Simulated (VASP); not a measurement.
The system is Ag3Os.

```xyz
4
Lattice="3.2579 0.0000 0.0000 -1.6289 2.8214 0.0000 0.0000 0.0000 10.1829" Properties=species:S:1:pos:R:3 pbc="T T T"
Ag    0.0000    0.0000    0.0000
Ag    1.6289    0.9405    7.4428
Ag    1.6289    0.9405    2.7401
Os    0.0000    0.0000    5.0914
```

The cell was built from a structure type or drawn by symmetry, and may not be a known phase.

- Program: VASP 6.6.1
- Task: relaxation of cell and atoms
- Functional: PBE
- Potentials or basis: VASP PAW PBE potentials, release 64 (Ag, Os)
- Cutoff: 600 eV
- k mesh: 7 × 7 × 2
- Occupations: gaussian, width 0.2 eV
- Spin: no spin polarisation

At the start: pressure -18.9 GPa; volume 23.40 Å³/atom.

Task: How do energy, volume and symmetry change on relaxing?

Result: Over 10 steps the energy falls by 665.5 meV/atom and the volume is 16.51 Å³/atom (-29.4 %); space group P-6m2 (No. 187, to 0.1 Å) before and after.

Step by step:
| step | energy change (eV) | largest force (eV/Å) | pressure (GPa) | volume (Å³) |
| --- | --- | --- | --- | --- |
| 1 | 0.0000 | 0.3468 | -18.87 | 93.60 |
| 2 | -1.9566 | 2.4115 | 21.14 | 60.94 |
| 3 | -2.3232 | 1.3517 | 0.21 | 67.75 |
| 4 | -2.3240 | 1.4108 | 1.23 | 67.29 |
| 5 | -2.5768 | 0.7819 | 3.88 | 65.49 |
| 6 | -2.5808 | 0.7024 | 4.67 | 65.20 |
| 7 | -2.5977 | 0.1231 | -5.30 | 69.36 |
| 8 | -2.6287 | 0.3511 | -1.25 | 67.44 |
| 9 | -2.6474 | 0.2489 | -0.82 | 66.97 |
| 10 | -2.6620 | 0.0098 | 0.32 | 66.04 |

Final structure:
```
Ag Os
1.0
     2.79738    0.00000    0.00000
    -1.39869    2.42260    0.00000
     0.00000    0.00000    9.74532
Ag Os
3 1
Direct
  0.00000 0.00000 0.00000
  0.66667 0.33333 0.74691
  0.66667 0.33333 0.25309
  0.00000 0.00000 0.50000
```

Caveat: the volume moved by over 15 % at a fixed basis, so the end points are rough.
